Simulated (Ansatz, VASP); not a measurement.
# Na in VASP and in Ansatz

Contents of INCAR:

```
SYSTEM = Na
ALGO = Normal ; EDIFF = 1E-6
ENCUT = 520 ; GGA = PS
ISIF = 2 ; ISMEAR = -1
LASPH = .TRUE. ; LCHARG = .FALSE.
LREAL = .FALSE. ; LWAVE = .FALSE.
NBANDS = 14 ; NELM = 100
PREC = Accurate ; SIGMA = 0.05
```

KPOINTS

```
k-points
0
G
  13 13 7
  0 0 0
```

File POSCAR:

```
Na
1.0
    3.7544022380      0.0000000000      0.0000000000
   -1.8772011190      3.2514077141      0.0000000000
    0.0000000000      0.0000000000      6.1334179065
Na
2
Direct
    0.3333333333      0.6666666667      0.2500000000
    0.6666666667      0.3333333333      0.7500000000
```

Input for Ansatz:

```yaml
crystal:
  lattice:
    - [3.754402238, 0.0, 0.0]
    - [-1.877201119, 3.2514077141, 0.0]
    - [0.0, 0.0, 6.1334179065]
  atoms:
    - { symbol: Na, position: [0.3333333333, 0.6666666667, 0.25] }
    - { symbol: Na, position: [0.6666666667, 0.3333333333, 0.75] }
kpoints:
  mp_grid: { grid: [13, 13, 7] }
  band_path:
    path:
      - [0.0, 0.0, 0.0]
      - [0.5, 0.0, 0.0]
      - [0.3333333333, 0.3333333333, 0.0]
      - [0.0, 0.0, 0.0]
      - [0.0, 0.0, 0.5]
      - [0.5, 0.0, 0.5]
      - [0.3333333333, 0.3333333333, 0.5]
      - [0.0, 0.0, 0.5]
      - [0.5, 0.0, 0.5]
    npoints: 5
scf:
  occupations: { method: fermi_dirac, width: 0.05 }
hamiltonian:
  xc: pbesol
  pseudopotentials: { kind: all_electron, lapw: { basis_error: 0.00025 } }
output:
  forces: true
  stress: true
  eigenvalues: true
```

Change from the starting cell: volume scaled by 0.99.

Alike in both runs: task single point; functional PBEsol; k mesh 13 × 13 × 7; occupations fermi-dirac, width 0.05 eV; no spin polarisation.

```csv
,VASP,Ansatz
version,VASP 6.6.1,Ansatz 0.2.0
potentials or method,"VASP PAW PBE potentials, release 64 (Na_pv), cutoff 520 eV","all-electron LAPW, scalar-relativistic"
```

```tsv
	VASP	Ansatz	Ansatz less VASP
pressure (GPa)	-0.2	-0.2	-0.02
traceless stress, the component that is largest in VASP (GPa)	0.08	0.08	-0.001
```

VASP's potentials were made for PBE, not for PBEsol. Ansatz ran all-electron here, and VASP with PAW potentials.
